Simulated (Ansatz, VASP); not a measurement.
**Two plane-wave programs on Br**

```
Br
1.0
     3.36325   -2.32255    0.00000
     3.36325    2.32255    0.00000
     0.00000    0.00000    8.70230
Br
4
Direct
  0.36510 0.63490 0.39010
  0.13490 0.86510 0.89010
  0.63490 0.36510 0.60990
  0.86510 0.13490 0.10990
```

Alike in both runs: task relaxation of cell and atoms; functional RPBE; k mesh 7 × 7 × 3; occupations fermi-dirac, width 0.05 eV; no spin polarisation.

|  | VASP | Ansatz |
| --- | --- | --- |
| version | VASP 6.6.1 | Ansatz 0.2.0 |
| potentials or method | VASP PAW PBE potentials, release 64 (Br) | Ansatz PAW |
| plane-wave cutoff (eV) | 600 | 420 |
| valence electrons in the cell | 28 | 28 |

```csv
,VASP,Ansatz,Ansatz less VASP
relaxed volume (Å³/atom),54.33,54.35,+0.014
relaxed length of the cell vector where the two differ most in proportion (Å),9.181,9.092,-0.0891
```

VASP's potentials were made for PBE, not for RPBE.

Noted on VASP's run: the volume moved by over 15 % at a fixed basis, so the end points are rough. Noted on Ansatz's run: the volume moved by over 15 % at a fixed basis, so the end points are rough; odd divisions of the mesh miss points on the zone boundary, where band edges often lie, so the gap on the mesh can be too wide; the plane-wave basis is chosen anew once the cell has moved, so the energies of steps on either side of that aren't comparable.
